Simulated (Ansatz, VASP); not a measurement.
## One calculation of Si2Ge, two programs

```
Si Ge
1.0
     2.96608    0.00000    0.00000
    -1.48304    2.56870    0.00000
     0.00000    0.00000   12.94224
Si Ge
4 2
Direct
  0.33333 0.66667 0.00000
  0.66667 0.33333 0.85078
  0.66667 0.33333 0.14922
  0.66667 0.33333 0.50000
  0.33333 0.66667 0.67772
  0.33333 0.66667 0.32228
```

Alike in both runs: functional PBE; k mesh 6 × 6 × 2; occupations gaussian, width 0.1 eV; no spin polarisation.

Ansatz relaxed the structure, and its values are those at the end. VASP's run is a single point on that final structure, the one shown.

|  | VASP | Ansatz |
| --- | --- | --- |
| version | VASP 6.6.1 | Ansatz 0.2.0 |
| potentials or method | VASP PAW PBE potentials, release 64 (Si, Ge_d), cutoff 520 eV | scalar-relativistic, plane waves, PAW |
| valence electrons in the cell | 44 | 44 |

```tsv
	VASP	Ansatz	Ansatz less VASP
gap on the k mesh at the Fermi level (eV)	none	none	-
pressure (GPa)	0.1	0.1	0.00
rms of the force components (eV/Å)	0.008	0.009	+0.0010
```

A gap of «none» marks a metal or a gap that the smearing closes.

The k mesh is coarse, so the values compare programs but aren't converged.
